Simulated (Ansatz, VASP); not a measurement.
BN: VASP beside Ansatz

```
B N
1.0
     2.50644    0.00000    0.00000
    -1.25322    2.17064    0.00000
     0.00000    0.00000    6.61685
B N
2 2
Cartesian
  0.0000 1.4471 1.6542
  1.2532 0.7235 4.9626
  0.0000 1.4471 4.6626
  1.2532 0.7235 1.6542
```

Alike in both runs: task single point; functional PBE; dispersion D3(BJ); k mesh 12 × 12 × 4; occupations gaussian, width 0.05 eV; no spin polarisation.

|  | VASP | Ansatz |
| --- | --- | --- |
| version | VASP 6.6.1 | Ansatz 0.2.0 |
| potentials or method | VASP PAW PBE potentials, release 64 (B, N), cutoff 520 eV | scalar-relativistic, plane waves, PAW |
| valence electrons in the cell | 16 | 16 |

|  | VASP | Ansatz | Ansatz less VASP |
| --- | --- | --- | --- |
| gap on the k mesh at the Fermi level (eV) | 3.81 | 3.82 | +0.006 |
| least direct gap on the mesh (eV) | 4.15 | 4.15 | +0.003 |
| pressure (GPa) | -2.6 | -2.7 | -0.09 |
| traceless stress, the component that is largest in VASP (GPa) | -3.39 | -3.14 | +0.252 |
| rms of the force components (eV/Å) | 1.676 | 1.674 | -0.0013 |

Atom by atom the forces differ by 0.001 eV/Å (rms over components).
